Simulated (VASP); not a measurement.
# LiCd3 (Fm-3m) in VASP: single point with LDA

Aim: the single point of LiCd3 with LDA.

All numbers are computed with VASP 6.6.1; they aren't measurements. Logs are shortened: lines on timing, memory, paths and dates and some standing lists are left out, and cuts for length are marked.

## Step 1: The cell of the first run

It takes space group Fm-3m (No. 225, cubic). The conventional cell has a = 6.598 Å, b = 6.598 Å, c = 6.598 Å, α = 90.00°, β = 90.00°, γ = 90.00°. Li (site symmetry m-3m) has 14 Cd at 2.86 to 3.30 Å within 3.8 Å. Within 3.8 Å of Cd (site symmetry -43m) lie 4 Li at 2.86 Å and 10 Cd at 2.86 to 3.30 Å. Cd (site symmetry m-3m) has 8 Cd at 2.86 Å and 6 Li at 3.30 Å within 3.8 Å.

## Step 2: Single point, LDA

Input file INCAR:

```
ALGO     = Normal         # electronic algorithm
EDIFF    = 1E-6           # SCF threshold, eV
ENCUT    = 880            # plane-wave cutoff, eV
GGA      = CA             # functional
GGA_COMPAT= F            
ISIF     = 2              # what is computed and relaxed
ISMEAR   = 0              # smearing method
LASPH    = T              # aspherical terms in the spheres
LCHARG   = T              # write CHGCAR
LELF     = T              # ELF
LREAL    = F              # projectors in reciprocal space
LVHAR    = T            
LWAVE    = F              # write WAVECAR
NBANDS   = 40             # bands
NELM     = 120            # most SCF steps
PREC     = Accurate       # precision mode
SIGMA    = 0.02           # smearing width, eV
```

Input file KPOINTS:

```
k-points
0
Gamma
  6 6 6
```

Input file POSCAR:

```
LiCd3
1.0
    0.0000000000      3.2992262154      3.2992262154
    3.2992262154      0.0000000000      3.2992262154
    3.2992262154      3.2992262154      0.0000000000
Li Cd
1 3
Direct
    0.0000000000      0.0000000000      0.0000000000
    0.2500000000      0.2500000000      0.2500000000
    0.7500000000      0.7500000000      0.7500000000
    0.5000000000      0.5000000000      0.5000000000
```

Potentials or basis: VASP PAW LDA potentials, release 64 (Li_sv, Cd_sv_GW).

On the command line:

```console
> cat potpaw_LDA.64/Li_sv/POTCAR potpaw_LDA.64/Cd_sv_GW/POTCAR > POTCAR
> mpirun -np 1 vasp_std > vasp.out
```

OUTCAR:

```text
EDIFF = 1E-6
   ENCUT = 880
   GGA = CA
   ISIF = 2
   ISMEAR = 0
   LASPH = T
   LREAL = F
   NELM = 120
   PREC = Accurate

 ion  position               nearest neighbor table
   1  0.000  0.000  0.000-
   2  0.250  0.250  0.250-
   3  0.750  0.750  0.750-
   4  0.500  0.500  0.500-

  LATTYP: Found a face centered cubic cell.
 ALAT       =     6.5984524308

  Lattice vectors:

 A1 = (   0.0000000000,   3.2992262154,   3.2992262154)
 A2 = (   3.2992262154,   0.0000000000,   3.2992262154)
 A3 = (   3.2992262154,   3.2992262154,   0.0000000000)

Analysis of symmetry for initial positions (statically):
=====================================================================
 Subroutine PRICEL returns:
 Original cell was already a primitive cell.

 Routine SETGRP: Setting up the symmetry group for a
 face centered cubic supercell.

 Subroutine GETGRP returns: Found 48 space group operations
 (whereof 48 operations were pure point group operations)
 out of a pool of 48 trial point group operations.

The static configuration has the point symmetry O_h .

Analysis of symmetry for dynamics (positions and initial velocities):
=====================================================================
 Subroutine PRICEL returns:
 Original cell was already a primitive cell.

 Routine SETGRP: Setting up the symmetry group for a
 face centered cubic supercell.

 Subroutine GETGRP returns: Found 48 space group operations
 (whereof 48 operations were pure point group operations)
 out of a pool of 48 trial point group operations.

The dynamic configuration has the point symmetry O_h .

 Subroutine INISYM returns: Found 48 space group operations
 (whereof 48 operations are pure point group operations),
 and found     1 'primitive' translations

----------------------------------------------------------------------------------------

                                     Primitive cell

  volume of cell :      71.8235

  direct lattice vectors                    reciprocal lattice vectors
     0.000000000  3.299226215  3.299226215    -0.151550687  0.151550687  0.151550687
     3.299226215  0.000000000  3.299226215     0.151550687 -0.151550687  0.151550687
     3.299226215  3.299226215  0.000000000     0.151550687  0.151550687 -0.151550687

  length of vectors
     4.665810459  4.665810459  4.665810459     0.262493490  0.262493490  0.262493490

  position of ions in fractional coordinates (direct lattice)
     0.000000000  0.000000000  0.000000000
     0.250000000  0.250000000  0.250000000
     0.750000000  0.750000000  0.750000000
     0.500000000  0.500000000  0.500000000

  ion indices of the primitive-cell ions
   primitive index   ion index
                 1           1
                 2           2
                 3           3
                 4           4

----------------------------------------------------------------------------------------

 KPOINTS: k-points

Automatic generation of k-mesh.
 Grid dimensions read from file:
 generate k-points for:    6    6    6

 Generating k-lattice:

  Cartesian coordinates                     Fractional coordinates (reciprocal lattice)
    -0.025258448  0.025258448  0.025258448     0.166666667  0.000000000  0.000000000
     0.025258448 -0.025258448  0.025258448     0.000000000  0.166666667  0.000000000
     0.025258448  0.025258448 -0.025258448     0.000000000  0.000000000  0.166666667

  Length of vectors
     0.043748915  0.043748915  0.043748915

  Shift w.r.t. Gamma in fractional coordinates (k-lattice)
     0.000000000  0.000000000  0.000000000

 Subroutine IBZKPT returns following result:
 ===========================================

 Found     16 irreducible k-points:

 Following reciprocal coordinates:
            Coordinates               Weight
  0.000000  0.000000  0.000000      1.000000
  0.166667  0.000000  0.000000      8.000000
  0.333333  0.000000  0.000000      8.000000
  0.500000  0.000000  0.000000      4.000000
  0.166667  0.166667  0.000000      6.000000
  0.333333  0.166667  0.000000     24.000000
[... 8 lines left out ...]
 -0.333333  0.333333  0.166667     24.000000
 -0.333333  0.500000  0.166667     12.000000
   k-points           NKPTS =     16   k-points in BZ     NKDIM =     16   number of bands    NBANDS=     40
   number of dos      NEDOS =    301   number of ions     NIONS =      4
   total plane-waves  NPLWV = 110592
   dimension x,y,z NGX =    48 NGY =   48 NGZ =   48
   dimension x,y,z NGXF=    96 NGYF=   96 NGZF=   96
   ions per type =               1   3
   NGX,Y,Z   is equivalent  to a cutoff of  17.10, 17.10, 17.10 a.u.
   NGXF,Y,Z  is equivalent  to a cutoff of  34.21, 34.21, 34.21 a.u.
 SYSTEM =  unknown system
   PREC   = accura    normal or accurate (medium, high low for compatibility)
   ISTART =      0    job   : 0-new  1-cont  2-samecut
   ICHARG =      2    charge: 1-file 2-atom 10-const
   ISPIN  =      1    spin polarized calculation?
   LNONCOLLINEAR =      F non collinear calculations
   LSORBIT =      F    spin-orbit coupling
   LASPH  =      T    aspherical Exc in radial PAW
   ENCUT  =  880.0 eV  64.68 Ry    8.04 a.u.  11.29 11.29 11.29*2*pi/ulx,y,z
   NELM   =    120;   NELMIN=  2; NELMDL= -5     # of ELM steps
   EDIFF  = 0.1E-05   stopping-criterion for ELM
   LREAL  =      F    real-space projection
   EDIFFG = 0.1E-04   stopping-criterion for IOM
   NSW    =      0    number of steps for IOM
   IBRION =     -1    ionic relax: 0-MD 1-quasi-New 2-CG
   NFREE  =      0    steps in history (QN), initial steepest desc. (CG)
   ISIF   =      2    stress and relaxation
   ISYM   =      2    0-nonsym 1-usesym 2-fastsym
   POTIM  = 0.5000    time-step for ionic-motion
   TEBEG  =    0.0;   TEEND  =   0.0 temperature during run
   PSTRESS=    0.0 pullay stress
   NELECT =      63.0000    total number of electrons
   NUPDOWN=      -1.0000    fix difference up-down
   EMIN   =  10.00;   EMAX   =-10.00  energy-range for DOS
   EFERMI =   0.00;   METHOD = LEGACY
   ISMEAR =     0;   SIGMA  =   0.02  broadening in eV -4-tet -1-fermi 0-gaus
   EFERMI_NEDOS =   21; number of points for ismear=-14 and -15
   IALGO  =     38    algorithm
   IMIX   =      4    mixing-type and parameters
     AMIX     =   0.40;   BMIX     =  1.00
     AMIX_MAG =   1.60;   BMIX_MAG =  1.00
  volume/ion in A,a.u.               =      17.96       121.17
  Fermi-wavevector in a.u.,A,eV,Ry     =   1.567110  2.961409 33.413663  2.455835
  Thomas-Fermi vector in A             =   2.669339
   LORBIT       =      0    0 simple, 1 ext, 2 COOP (PROOUT), +10 PAW based schemes
   GGA     = CA    functional components
   LHFCALC =     F    Hartree Fock is set to
   AEXX    =    0.0000 exact exchange contribution
   IVDW    =     0    specifies the selected vdW correction
   LEPSILON=     F    determine dielectric tensor
   LRPA    =     F    only Hartree local field effects (RPA)
 non-spin polarized calculation
 Gauss-broadening in eV      SIGMA  =   0.02
  energy-cutoff  :      880.00
  volume of cell :       71.82
 maximum number of plane-waves:      4279
 NGX is ok and might be reduce to    48
   NGX = 23   NGY = 23   NGZ = 23

 number of electron      62.9999993 magnetization

 Free energy of the ion-electron system (eV)
  ---------------------------------------------------
  ext. energy  EPLUGINS =         0.00000000
  ---------------------------------------------------
  free energy    TOTEN  =        -7.48045019 eV

  energy without entropy =       -7.47966499  energy(sigma->0) =       -7.48005759

 E-fermi :   6.1660     XC(G=0): -11.5245

 val. band max:        6.0663896822   @ k =   0.5000   0.1667   0.0000
 cond. band min:       6.1797037365   @ k =   0.3333   0.1667   0.0000
 fundamental gap:      0.1133140543
 Fermi energy:         6.1660223295

 k-point     1 :       0.0000    0.0000    0.0000
  band No.  band energies     occupation
      1     -96.3108      2.00000
      2     -96.2443      2.00000
      3     -96.2437      2.00000
      4     -57.6840      2.00000
      5     -57.6840      2.00000
      6     -57.6840      2.00000
[... 32 lines left out ...]
     39      10.6181      0.00000
     40      10.6675      0.00000

 k-point     2 :       0.1667    0.0000    0.0000
  band No.  band energies     occupation
      1     -96.3107      2.00000
      2     -96.2443      2.00000
      3     -96.2437      2.00000
      4     -57.6847      2.00000
      5     -57.6847      2.00000
      6     -57.6837      2.00000
[... 32 lines left out ...]
     39      11.5499      0.00000
     40      13.2175      0.00000

 k-point     3 :       0.3333    0.0000    0.0000
  band No.  band energies     occupation
      1     -96.3105      2.00000
      2     -96.2443      2.00000
      3     -96.2439      2.00000
      4     -57.6860      2.00000
      5     -57.6860      2.00000
      6     -57.6825      2.00000
[... 32 lines left out ...]
     39      13.3113      0.00000
     40      16.9858      0.00000

 k-point     4 :       0.5000    0.0000    0.0000
  band No.  band energies     occupation
      1     -96.3104      2.00000
      2     -96.2442      2.00000
      3     -96.2441      2.00000
      4     -57.6866      2.00000
      5     -57.6866      2.00000
      6     -57.6817      2.00000
[... 32 lines left out ...]
     39      15.0946      0.00000
     40      15.7498      0.00000
[... 428 lines left out ...]
     39      14.9644      0.00000
     40      16.7339      0.00000

 k-point    15 :      -0.3333    0.3333    0.1667
  band No.  band energies     occupation
      1     -96.3103      2.00000
      2     -96.2442      2.00000
      3     -96.2442      2.00000
      4     -57.6889      2.00000
      5     -57.6841      2.00000
      6     -57.6830      2.00000
[... 32 lines left out ...]
     39      15.9793      0.00000
     40      16.1241      0.00000

 k-point    16 :      -0.3333    0.5000    0.1667
  band No.  band energies     occupation
      1     -96.3102      2.00000
      2     -96.2443      2.00000
      3     -96.2441      2.00000
      4     -57.6898      2.00000
      5     -57.6865      2.00000
      6     -57.6798      2.00000
[... 32 lines left out ...]
     39      16.1189      0.00000
     40      17.0561      0.00000

------------------------ aborting loop because EDIFF is reached ----------------------------------------

  FORCE on cell =-STRESS in cart. coord.  units (eV):
  Direction    XX          YY          ZZ          XY          YZ          ZX
  --------------------------------------------------------------------------------------
  -------------------------------------------------------------------------------------
  Total        0.0213891      0.0213891      0.0213891     -0.0000000     -0.0000000      0.0000000
  in kB        0.4771311      0.4771311      0.4771311     -0.0000000     -0.0000000      0.0000000
  external PRESSURE =       0.4771311 kB  Pullay stress =       0.0000000 kB

 VOLUME and BASIS-vectors are now :
 -----------------------------------------------------------------------------
  energy-cutoff  :      880.00
  volume of cell :       71.82
      direct lattice vectors                 reciprocal lattice vectors
     0.000000000  3.299226215  3.299226215    -0.151550687  0.151550687  0.151550687
     3.299226215  0.000000000  3.299226215     0.151550687 -0.151550687  0.151550687
     3.299226215  3.299226215  0.000000000     0.151550687  0.151550687 -0.151550687

 POSITION                                       TOTAL-FORCE (eV/Angst)
 -----------------------------------------------------------------------------------
      0.00000      0.00000      0.00000         0.000000      0.000000     -0.000000
      1.64961      1.64961      1.64961         0.000000     -0.000000     -0.000000
      4.94884      4.94884      4.94884        -0.000000     -0.000000      0.000000
      3.29923      3.29923      3.29923         0.000000      0.000000     -0.000000
 -----------------------------------------------------------------------------------
    total drift:                               -0.000000      0.000000      0.000000

  FREE ENERGIE OF THE ION-ELECTRON SYSTEM (eV)
  ---------------------------------------------------
  free  energy   TOTEN  =        -7.4804501926 eV

  energy  without entropy=       -7.4796649868  energy(sigma->0) =       -7.48005759
```

Wall time 1.8 min (1 thread of Intel Xeon Platinum 8375C at 2.90GHz (Ice Lake), shared host); peak memory 0.3 GiB.

Results:

- Free energy: -7.4805 eV
- Pressure: 0.0 GPa
- Band gap on the k mesh: zero (an odd number of electrons rules out a gap without spin polarisation)

The gap in the log of VASP goes by the Fermi energy; the results here count the filled bands.